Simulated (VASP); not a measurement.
Input of a VASP 6.6.1 run:

File POSCAR:

```
SnO
1.0
    6.7100100000      0.0000000000      0.0000000000
    0.0000000000      5.6741040000      0.0000000000
    0.0000000000      0.0000000000      4.2219700000
Sn O
4 4
Direct
    0.0000000000      0.2319090000      0.5131440000
    0.2500000000      0.7680910000      0.0131440000
    0.5000000000      0.2319090000      0.5131440000
    0.7500000000      0.7680910000      0.0131440000
    0.0000000000      0.8912500000      0.7368570000
    0.2500000000      0.1087500000      0.2368570000
    0.5000000000      0.8912500000      0.7368570000
    0.7500000000      0.1087500000      0.2368570000
```

File INCAR.step1:

```
SYSTEM = SnO
PREC = Accurate
ENCUT = 660
ISMEAR = 0
SIGMA = 0.01
LREAL = .FALSE.
LASPH = .TRUE.
NELM = 120
NBANDS = 50
GGA = PE
ALGO = Normal
EDIFF = 1E-5
LWAVE = .TRUE.
LCHARG = .FALSE.
GGA_COMPAT = .FALSE.
```

Contents of INCAR.step2:

```
SYSTEM = SnO
PREC = Accurate
ENCUT = 660
EDIFF = 1E-6
ISMEAR = 0
SIGMA = 0.01
LREAL = .FALSE.
LASPH = .TRUE.
NELM = 120
ALGO = Normal
ISIF = 2
LWAVE = .FALSE.
LCHARG = .TRUE.
METAGGA = R2SCAN
LMIXTAU = .TRUE.
LELF = .TRUE.
LVHAR = .TRUE.
NBANDS = 50
ISTART = 1
GGA_COMPAT = .FALSE.
```

File KPOINTS:

```
regular mesh
0
G
  2 4 4
  0 0 0
```

Potentials or basis: VASP PAW PBE potentials, release 64 (Sn_d, O).

Run with:

```bash
$ cat potpaw_PBE.64/Sn_d/POTCAR potpaw_PBE.64/O/POTCAR > POTCAR
$ cp INCAR.step1 INCAR
$ mpirun -np 1 vasp_std > vasp.out
$ cp INCAR.step2 INCAR
$ mpirun -np 1 vasp_std > vasp.out
```

Task: What does it give for the pressure?

Result: -2.8 GPa.

Task: Estimate the largest force.

Result: 0.508 eV/Å.

Task: What does it give for the band gap on the k mesh?

Result: 2.02 eV.

Forces on the atoms (eV/Å):
```
Sn   0.000 -0.485 -0.152
Sn   0.000  0.485 -0.152
Sn   0.000 -0.485 -0.152
Sn   0.000  0.485 -0.152
O    0.000  0.190  0.152
O    0.000 -0.190  0.152
O    0.000  0.190  0.152
O    0.000 -0.190  0.152
```

Caveat: the k points lie up to 0.47 Å⁻¹ apart; the PAW data sets were made with another functional, which shifts forces and pressure a little; spin-orbit coupling is left out, which moves the levels of the heavy elements. A k mesh can miss the band edges.
